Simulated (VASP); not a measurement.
Runs of VASP 6.6.1 on Ga. The structure is that of space group P6/mmm (No. 191), or close to it. The cells are those of the table. 

```csv
task,cell,cutoff (eV),k mesh for the DOS,occupations for the DOS,gap on the mesh (eV),pressure (GPa)
relaxation of shape and atoms at fixed volume,"relaxed from a = 3.458, b = 3.458, c = 2.236 Å, angles 90.0, 90.0, 120.0°, 3 atoms",600,-,-,none,398.4
single point,"a = 3.530, b = 3.530, c = 2.145 Å, angles 90.0, 90.0, 120.0°, 3 atoms",520,-,-,none,(b)
single point,"a = 4.494, b = 4.494, c = 2.813 Å, angles 90.0, 90.0, 120.0°, 3 atoms",520,-,-,none,11.5
single point,"a = 4.329, b = 4.329, c = 2.675 Å, angles 90.0, 90.0, 120.0°, 3 atoms",520,-,-,none,27.7
single point,"a = 4.693, b = 4.693, c = 3.034 Å, angles 90.0, 90.0, 120.0°, 3 atoms",520,-,-,none,0.2
single point,"a = 3.908, b = 3.908, c = 2.407 Å, angles 90.0, 90.0, 120.0°, 3 atoms",520,-,-,none,(a)
```

Alike in all rows: level PBE; potentials or basis VASP PAW PBE potentials, release 64 (Ga_d); no spin polarisation; k mesh 8 × 8 × 10; smearing fermi-dirac 0.05 eV.

Problem. Fill in the values left out.

Solution. (a) 121.8; (b) 399.0.

A k mesh can miss the band edges, and the runs leave out spin-orbit coupling on Ga.

A gap of «none» marks levels without a gap at the run's occupations.
